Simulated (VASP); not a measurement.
Crystal: Zn4Se3S.

```
CELL_PARAMETERS angstrom
5.59567 0.00000 0.00000
0.00000 5.59567 0.00000
0.00000 0.00000 5.59567
ATOMIC_POSITIONS crystal
S 0.00000 0.00000 0.00000
Zn 0.75648 0.75648 0.75648
Zn 0.24352 0.24352 0.75648
Zn 0.24352 0.75648 0.24352
Zn 0.75648 0.24352 0.24352
Se 0.50000 0.50000 0.00000
Se 0.50000 0.00000 0.50000
Se 0.00000 0.50000 0.50000
```

Base run:

* Program: VASP 6.6.1
* Functional: r2SCAN
* Potentials or basis: VASP PAW PBE potentials, release 64 (S, Zn, Se)
* Cutoff: 520 eV
* k mesh: 6 × 6 × 6
* Occupations: gaussian, width 0.01 eV
* Spin: no spin polarisation

Its results: band gap on the k mesh 2.02 eV; pressure 0.1 GPa; largest force 0.010 eV/Å.

Problem. The run is repeated on the same cell with these changes: functional from r2SCAN to PBE. What comes out?

Solution. Band gap on the k mesh 1.45 eV; pressure 2.4 GPa; largest force 0.030 eV/Å.

Caveats: the PAW data sets were made with another functional, which shifts forces and pressure a little (at least some runs).

